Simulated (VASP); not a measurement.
Set up this calculation in VASP 6.6.1, as the native input.

```yaml
Task: single point
Functional: r2SCAN
Potentials_or_basis: VASP PAW PBE potentials, release 64 (Sn_d)
Cutoff: 520 eV
k_mesh: 3 × 3 × 3
Occupations: gaussian, width 0.1 eV
Spin: no spin polarisation
Dipole_correction: no
Further_INCAR_settings: ALGO = Normal; EDIFF = 1e-07; NBANDS = 96
```

The system is Sn.

```
Sn
1.0
     4.09854    2.36629    7.64111
    -4.09854    2.36629    7.64111
     0.00000   -4.73259    7.64111
Sn
12
Direct
  0.02485 0.63881 0.02485
  0.02485 0.02485 0.63881
  0.63881 0.02485 0.02485
  0.97515 0.36119 0.97515
  0.36119 0.97515 0.97515
  0.97515 0.97515 0.36119
  0.23541 0.61615 0.23541
  0.23541 0.23541 0.61615
  0.61615 0.23541 0.23541
  0.76459 0.38385 0.76459
  0.38385 0.76459 0.76459
  0.76459 0.76459 0.38385
```

The input as run:

POSCAR

```
Sn
1.0
    4.0985415878      2.3662940890      7.6411149926
   -4.0985415878      2.3662940890      7.6411149926
    0.0000000000     -4.7325881780      7.6411149926
Sn
12
Direct
    0.0248508385      0.6388089782      0.0248508385
    0.0248508385      0.0248508385      0.6388089782
    0.6388089782      0.0248508385      0.0248508385
    0.9751491615      0.3611910218      0.9751491615
    0.3611910218      0.9751491615      0.9751491615
    0.9751491615      0.9751491615      0.3611910218
    0.2354066117      0.6161545840      0.2354066117
    0.2354066117      0.2354066117      0.6161545840
    0.6161545840      0.2354066117      0.2354066117
    0.7645933883      0.3838454160      0.7645933883
    0.3838454160      0.7645933883      0.7645933883
    0.7645933883      0.7645933883      0.3838454160
```

INCAR.step1

```
SYSTEM = Sn
  ALGO = Normal
  EDIFF = 1E-4
  ENCUT = 520
  GGA = PE
  ISMEAR = 0
  KPAR = 4
  LASPH = .True.
  LCHARG = .False.
  LREAL = .False.
  LWAVE = .True.
  NBANDS = 96
  NELM = 60
  PREC = Accurate
  SIGMA = 0.1
```

INCAR.step2

```
SYSTEM = Sn
  ALGO = Normal
  EDIFF = 1E-7
  ENCUT = 520
  ISIF = 2
  ISMEAR = 0
  ISTART = 1
  KPAR = 4
  LASPH = .True.
  LCHARG = .True.
  LMIXTAU = .True.
  LREAL = .False.
  LVHAR = .True.
  LWAVE = .False.
  METAGGA = R2SCAN
  NBANDS = 96
  NELM = 60
  PREC = Accurate
  SIGMA = 0.1
```

KPOINTS

```
k-points
0
Gamma
  3 3 3
  0 0 0
```

Potentials or basis: VASP PAW PBE potentials, release 64 (Sn_d).

The run is started by

```console
$ cat potpaw_PBE.64/Sn_d/POTCAR > POTCAR
$ cp INCAR.step1 INCAR
$ mpirun -np 4 vasp_std > vasp.out
$ cp INCAR.step2 INCAR
$ mpirun -np 4 vasp_std > vasp.out
```

It gave:

```yaml
Pressure: 0.0 GPa
Largest_force: 0.017 eV/Å
Band_gap_on_the_k_mesh: zero (bands 84 and 85 overlap by 0.63 eV)
```

Caveat: the PAW data sets were made with another functional, which shifts forces and pressure a little; spin-orbit coupling is left out, which moves the levels of the heavy elements.

It took 13 min on 4 MPI ranks on Intel(R) Xeon(R) Platinum 8259CL CPU @ 2.50GHz (Skylake/Cascade Lake), on a shared host, peak memory 0.84 GiB a rank.
